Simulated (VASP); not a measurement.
# SiC (F-43m) in VASP: a series of runs

The runs below take SiC through single point, with PBEsol.

Everything below comes from runs of VASP 6.6.1. Logs are shortened: lines on timing, memory, paths and dates and some standing lists are left out, and cuts for length are marked.

**1. The cell of the first run**

The structure is cubic, space group F-43m (No. 216). The conventional cell has a = 4.357 Å, b = 4.357 Å, c = 4.357 Å, α = 90.00°, β = 90.00°, γ = 90.00°. Within 2.5 Å of Si (site symmetry -43m) lie 4 C at 1.89 Å. C (site symmetry -43m) has 4 Si at 1.89 Å within 2.5 Å.

**2. Single point, PBEsol**

INCAR reads:

```
PREC = Accurate ; ENCUT = 600
EDIFF = 1E-6 ; ISMEAR = 0
SIGMA = 0.02 ; LREAL = F
LASPH = T ; NELM = 120
ALGO = Normal ; ISIF = 2
LWAVE = F ; LCHARG = T
GGA = PS ; LELF = T
LVHAR = T ; NBANDS = 11
GGA_COMPAT = F
```

KPOINTS reads:

```
regular mesh
0
Gamma
  14 14 14
```

POSCAR reads:

```
SiC
1.0
    0.0000000000      2.1784534008      2.1784534008
    2.1784534008      0.0000000000      2.1784534008
    2.1784534008      2.1784534008      0.0000000000
Si C
1 1
Direct
    0.0000000000      0.0000000000      0.0000000000
    0.2500000000      0.2500000000      0.2500000000
```

Potentials or basis: VASP PAW PBE potentials, release 64 (Si, C).

Launch:

```sh
$ cat potpaw_PBE.64/Si/POTCAR potpaw_PBE.64/C/POTCAR > POTCAR
$ mpirun -np 1 vasp_std > vasp.out
```

OUTCAR:

```text
PREC = Accurate
   ENCUT = 600
   EDIFF = 1E-6
   ISMEAR = 0
   LREAL = F
   LASPH = T
   NELM = 120
   ISIF = 2
   GGA = PS

 ion  position               nearest neighbor table
   1  0.000  0.000  0.000-   2 1.89   2 1.89   2 1.89   2 1.89
   2  0.250  0.250  0.250-   1 1.89   1 1.89   1 1.89   1 1.89

  LATTYP: Found a face centered cubic cell.
 ALAT       =     4.3569068016

  Lattice vectors:

 A1 = (   0.0000000000,   2.1784534008,   2.1784534008)
 A2 = (   2.1784534008,   0.0000000000,   2.1784534008)
 A3 = (   2.1784534008,   2.1784534008,   0.0000000000)

Analysis of symmetry for initial positions (statically):
=====================================================================
 Subroutine PRICEL returns:
 Original cell was already a primitive cell.

 Routine SETGRP: Setting up the symmetry group for a
 face centered cubic supercell.

 Subroutine GETGRP returns: Found 24 space group operations
 (whereof 24 operations were pure point group operations)
 out of a pool of 48 trial point group operations.

The static configuration has the point symmetry T_d .

Analysis of symmetry for dynamics (positions and initial velocities):
=====================================================================
 Subroutine PRICEL returns:
 Original cell was already a primitive cell.

 Routine SETGRP: Setting up the symmetry group for a
 face centered cubic supercell.

 Subroutine GETGRP returns: Found 24 space group operations
 (whereof 24 operations were pure point group operations)
 out of a pool of 48 trial point group operations.

The dynamic configuration has the point symmetry T_d .

 Subroutine INISYM returns: Found 24 space group operations
 (whereof 24 operations are pure point group operations),
 and found     1 'primitive' translations

----------------------------------------------------------------------------------------

                                     Primitive cell

  volume of cell :      20.6764

  direct lattice vectors                    reciprocal lattice vectors
     0.000000000  2.178453401  2.178453401    -0.229520631  0.229520631  0.229520631
     2.178453401  0.000000000  2.178453401     0.229520631 -0.229520631  0.229520631
     2.178453401  2.178453401  0.000000000     0.229520631  0.229520631 -0.229520631

  length of vectors
     3.080798344  3.080798344  3.080798344     0.397541395  0.397541395  0.397541395

  position of ions in fractional coordinates (direct lattice)
     0.000000000  0.000000000  0.000000000
     0.250000000  0.250000000  0.250000000

  ion indices of the primitive-cell ions
   primitive index   ion index
                 1           1
                 2           2

----------------------------------------------------------------------------------------

 KPOINTS: regular mesh

Automatic generation of k-mesh.
 Grid dimensions read from file:
 generate k-points for:   14   14   14

 Generating k-lattice:

  Cartesian coordinates                     Fractional coordinates (reciprocal lattice)
    -0.016394331  0.016394331  0.016394331     0.071428571  0.000000000  0.000000000
     0.016394331 -0.016394331  0.016394331     0.000000000  0.071428571  0.000000000
     0.016394331  0.016394331 -0.016394331     0.000000000  0.000000000  0.071428571

  Length of vectors
     0.028395814  0.028395814  0.028395814

  Shift w.r.t. Gamma in fractional coordinates (k-lattice)
     0.000000000  0.000000000  0.000000000

 Subroutine IBZKPT returns following result:
 ===========================================

 Found    104 irreducible k-points:

 Following reciprocal coordinates:
            Coordinates               Weight
  0.000000  0.000000  0.000000      1.000000
  0.071429  0.000000  0.000000      8.000000
  0.142857  0.000000  0.000000      8.000000
  0.214286  0.000000  0.000000      8.000000
  0.285714  0.000000  0.000000      8.000000
  0.357143  0.000000  0.000000      8.000000
[... 16 lines left out ...]
  0.214286  0.142857  0.000000     24.000000
  0.285714  0.142857  0.000000     24.000000
 [... further k-points ...]
   k-points           NKPTS =    104   k-points in BZ     NKDIM =    104   number of bands    NBANDS=     11
   number of dos      NEDOS =    301   number of ions     NIONS =      2
   total plane-waves  NPLWV =  21952
   dimension x,y,z NGX =    28 NGY =   28 NGZ =   28
   dimension x,y,z NGXF=    56 NGYF=   56 NGZF=   56
   ions per type =               1   1
   NGX,Y,Z   is equivalent  to a cutoff of  15.11, 15.11, 15.11 a.u.
   NGXF,Y,Z  is equivalent  to a cutoff of  30.22, 30.22, 30.22 a.u.
 SYSTEM =  unknown system
   PREC   = accura    normal or accurate (medium, high low for compatibility)
   ISTART =      0    job   : 0-new  1-cont  2-samecut
   ICHARG =      2    charge: 1-file 2-atom 10-const
   ISPIN  =      1    spin polarized calculation?
   LNONCOLLINEAR =      F non collinear calculations
   LSORBIT =      F    spin-orbit coupling
   LASPH  =      T    aspherical Exc in radial PAW
   ENCUT  =  600.0 eV  44.10 Ry    6.64 a.u.   6.15  6.15  6.15*2*pi/ulx,y,z
   NELM   =    120;   NELMIN=  2; NELMDL= -5     # of ELM steps
   EDIFF  = 0.1E-05   stopping-criterion for ELM
   LREAL  =      F    real-space projection
   EDIFFG = 0.1E-04   stopping-criterion for IOM
   NSW    =      0    number of steps for IOM
   IBRION =     -1    ionic relax: 0-MD 1-quasi-New 2-CG
   NFREE  =      0    steps in history (QN), initial steepest desc. (CG)
   ISIF   =      2    stress and relaxation
   ISYM   =      2    0-nonsym 1-usesym 2-fastsym
   POTIM  = 0.5000    time-step for ionic-motion
   TEBEG  =    0.0;   TEEND  =   0.0 temperature during run
   PSTRESS=    0.0 pullay stress
   NELECT =       8.0000    total number of electrons
   NUPDOWN=      -1.0000    fix difference up-down
   EMIN   =  10.00;   EMAX   =-10.00  energy-range for DOS
   EFERMI =   0.00;   METHOD = LEGACY
   ISMEAR =     0;   SIGMA  =   0.02  broadening in eV -4-tet -1-fermi 0-gaus
   EFERMI_NEDOS =   21; number of points for ismear=-14 and -15
   IALGO  =     38    algorithm
   IMIX   =      4    mixing-type and parameters
     AMIX     =   0.40;   BMIX     =  1.00
     AMIX_MAG =   1.60;   BMIX_MAG =  1.00
  volume/ion in A,a.u.               =      10.34        69.77
  Fermi-wavevector in a.u.,A,eV,Ry     =   1.192925  2.254302 19.362051  1.423071
  Thomas-Fermi vector in A             =   2.328952
   LORBIT       =      0    0 simple, 1 ext, 2 COOP (PROOUT), +10 PAW based schemes
   GGA     = PS    functional components
   LHFCALC =     F    Hartree Fock is set to
   AEXX    =    0.0000 exact exchange contribution
   IVDW    =     0    specifies the selected vdW correction
   LEPSILON=     F    determine dielectric tensor
   LRPA    =     F    only Hartree local field effects (RPA)
 non-spin polarized calculation
 Gauss-broadening in eV      SIGMA  =   0.02
  energy-cutoff  :      600.00
  volume of cell :       20.68
 maximum number of plane-waves:       701
 NGX is ok and might be reduce to    28
   NGX = 13   NGY = 13   NGZ = 13

 number of electron       8.0000000 magnetization

 Free energy of the ion-electron system (eV)
  ---------------------------------------------------
  ext. energy  EPLUGINS =         0.00000000
  ---------------------------------------------------
  free energy    TOTEN  =       -15.91624828 eV

  energy without entropy =      -15.91624828  energy(sigma->0) =      -15.91624828

 E-fermi :   8.1761     XC(G=0): -11.5082

 val. band max:        8.0641652484   @ k =   0.0000   0.0000   0.0000
 cond. band min:       9.2978647084   @ k =   0.5000   0.5000   0.0000
 fundamental gap:      1.2336994600
 Fermi energy:         8.1760851544

 k-point     1 :       0.0000    0.0000    0.0000
  band No.  band energies     occupation
      1      -7.3657      2.00000
      2       8.0642      2.00000
      3       8.0642      2.00000
      4       8.0642      2.00000
      5      14.2598      0.00000
      6      15.3126      0.00000
      7      15.3126      0.00000
      8      15.3126      0.00000
      9      22.5258      0.00000
     10      22.5258      0.00000
     11      24.3389      0.00000

 k-point     2 :       0.0714    0.0000    0.0000
  band No.  band energies     occupation
      1      -7.2654      2.00000
      2       7.5135      2.00000
      3       7.9929      2.00000
      4       7.9929      2.00000
      5      14.4615      0.00000
      6      15.4083      0.00000
      7      15.4456      0.00000
      8      15.4456      0.00000
      9      21.9080      0.00000
     10      21.9080      0.00000
     11      24.3221      0.00000

 k-point     3 :       0.1429    0.0000    0.0000
  band No.  band energies     occupation
      1      -6.9665      2.00000
      2       6.2004      2.00000
      3       7.8081      2.00000
      4       7.8081      2.00000
      5      14.4364      0.00000
      6      15.7416      0.00000
      7      15.7416      0.00000
      8      16.0607      0.00000
      9      21.1093      0.00000
     10      21.1093      0.00000
     11      23.7486      0.00000

 k-point     4 :       0.2143    0.0000    0.0000
  band No.  band energies     occupation
      1      -6.4761      2.00000
      2       4.5850      2.00000
      3       7.5725      2.00000
      4       7.5725      2.00000
      5      14.1490      0.00000
      6      15.9286      0.00000
      7      15.9286      0.00000
      8      16.9619      0.00000
      9      20.8963      0.00000
     10      20.8963      0.00000
     11      23.1646      0.00000

 k-point     5 :       0.2857    0.0000    0.0000
  band No.  band energies     occupation
      1      -5.8103      2.00000
      2       2.9185      2.00000
      3       7.3444      2.00000
      4       7.3445      2.00000
      5      13.8547      0.00000
      6      15.8150      0.00000
      7      15.8150      0.00000
      8      17.6419      0.00000
      9      21.4958      0.00000
     10      21.4958      0.00000
     11      22.9800      0.00000
[... 211 lines left out ...]
 k-point    21 :      -0.0714    0.0714    0.0000
  band No.  band energies     occupation
      1      -7.0989      2.00000
      2       6.9168      2.00000
      3       7.5307      2.00000
      4       8.0331      2.00000
      5      14.7031      0.00000
      6      15.2584      0.00000
      7      15.4763      0.00000
      8      16.1023      0.00000
      9      20.8017      0.00000
     10      21.7826      0.00000
     11      24.8516      0.00000

 k-point    22 :       0.1429    0.1429    0.0000
  band No.  band energies     occupation
      1      -6.8333      2.00000
      2       6.6698      2.00000
      3       7.1854      2.00000
      4       7.1854      2.00000
      5      13.9048      0.00000
      6      15.3507      0.00000
      7      16.6543      0.00000
      8      16.6543      0.00000
      9      19.0771      0.00000
     10      23.1243      0.00000
     11      26.3049      0.00000

 k-point    23 :       0.2143    0.1429    0.0000
  band No.  band energies     occupation
      1      -6.4724      2.00000
      2       5.5699      2.00000
      3       6.8486      2.00000
      4       7.0202      2.00000
      5      13.5322      0.00000
      6      15.4177      0.00000
      7      16.9365      0.00000
      8      17.1648      0.00000
      9      19.0823      0.00000
     10      23.1344      0.00000
     11      25.7998      0.00000

 k-point    24 :       0.2857    0.1429    0.0000
  band No.  band energies     occupation
      1      -5.9263      2.00000
      2       4.0975      2.00000
      3       6.5828      2.00000
      4       6.7497      2.00000
      5      13.3499      0.00000
      6      15.6501      0.00000
      7      16.7187      0.00000
      8      17.3592      0.00000
      9      19.9760      0.00000
     10      23.3544      0.00000
     11      25.2569      0.00000

 [... further k-points ...]
[... 5 lines left out ...]
  --------------------------------------------------------------------------------------
  -------------------------------------------------------------------------------------
  Total        0.0269604      0.0269604      0.0269604      0.0000000      0.0000000      0.0000000
  in kB        2.0891146      2.0891146      2.0891146      0.0000000      0.0000000      0.0000000
  external PRESSURE =       2.0891146 kB  Pullay stress =       0.0000000 kB

 VOLUME and BASIS-vectors are now :
 -----------------------------------------------------------------------------
  energy-cutoff  :      600.00
  volume of cell :       20.68
      direct lattice vectors                 reciprocal lattice vectors
     0.000000000  2.178453401  2.178453401    -0.229520631  0.229520631  0.229520631
     2.178453401  0.000000000  2.178453401     0.229520631 -0.229520631  0.229520631
     2.178453401  2.178453401  0.000000000     0.229520631  0.229520631 -0.229520631

 POSITION                                       TOTAL-FORCE (eV/Angst)
 -----------------------------------------------------------------------------------
      0.00000      0.00000      0.00000         0.000000      0.000000      0.000000
      1.08923      1.08923      1.08923        -0.000000     -0.000000     -0.000000
 -----------------------------------------------------------------------------------
    total drift:                               -0.000000     -0.000000     -0.000000

  FREE ENERGIE OF THE ION-ELECTRON SYSTEM (eV)
  ---------------------------------------------------
  free  energy   TOTEN  =       -15.9162482778 eV

  energy  without entropy=      -15.9162482778  energy(sigma->0) =      -15.91624828
```

Run time: 22 s. Hardware: 1 thread of Intel Xeon Platinum 8488C (Sapphire Rapids), shared host; peak memory 0.17 GiB.

What came out:

```yaml
Free_energy: -15.9162 eV
Pressure: 0.2 GPa
Band_gap_on_the_k_mesh: 1.23 eV (least direct gap 4.44 eV)
```

Caveat: the PAW data sets were made with another functional, which shifts forces and pressure a little.

**3. Single point, PBEsol**

INCAR reads:

```
SYSTEM = SiC
PREC = Accurate ; ENCUT = 600
EDIFF = 1E-6 ; ISMEAR = 0
SIGMA = 0.01 ; LREAL = .FALSE.
LASPH = .TRUE. ; NELM = 120
ALGO = Normal ; ISIF = 2
LWAVE = .FALSE. ; LCHARG = .TRUE.
GGA = PS ; LELF = .TRUE.
LVHAR = .TRUE. ; NBANDS = 11
GGA_COMPAT = .FALSE.
```

KPOINTS reads:

```
Automatic mesh
0
G
  14 14 14
  0 0 0
```

POSCAR is that of step 2.

Potentials or basis: VASP PAW PBE potentials, release 64 (Si, C).

Launch:

```sh
$ cat potpaw_PBE.64/Si/POTCAR potpaw_PBE.64/C/POTCAR > POTCAR
$ mpirun -np 1 vasp_std > vasp.out
```

Wall time 28 s (1 thread of Intel Xeon Platinum 8488C (Sapphire Rapids), shared host); peak memory 0.17 GiB.

It converged, with:

- Free energy: -15.9162 eV
- Pressure: 0.2 GPa
- Band gap on the k mesh: 1.23 eV (least direct gap 4.44 eV)

Levels at points of the mesh, in eV from the valence-band top:
| k point | band 1 | band 2 | band 3 | band 4 | band 5 | band 6 | band 7 | band 8 | band 9 |
| --- | --- | --- | --- | --- | --- | --- | --- | --- | --- |
| (0.00, 0.00, 0.00) | -15.43 | 0.00 | 0.00 | 0.00 | 6.20 | 7.25 | 7.25 | 7.25 | 14.46 |
| (0.50, 0.00, 0.00) | -11.82 | -8.60 | -1.06 | -1.06 | 5.38 | 7.14 | 7.14 | 9.92 | 16.02 |
| (0.50, 0.50, 0.00) | -10.36 | -7.84 | -3.21 | -3.21 | 1.23 | 4.20 | 13.96 | 13.96 | 14.69 |

Caveat: the PAW data sets were made with another functional, which shifts forces and pressure a little. A k mesh can miss the band edges.
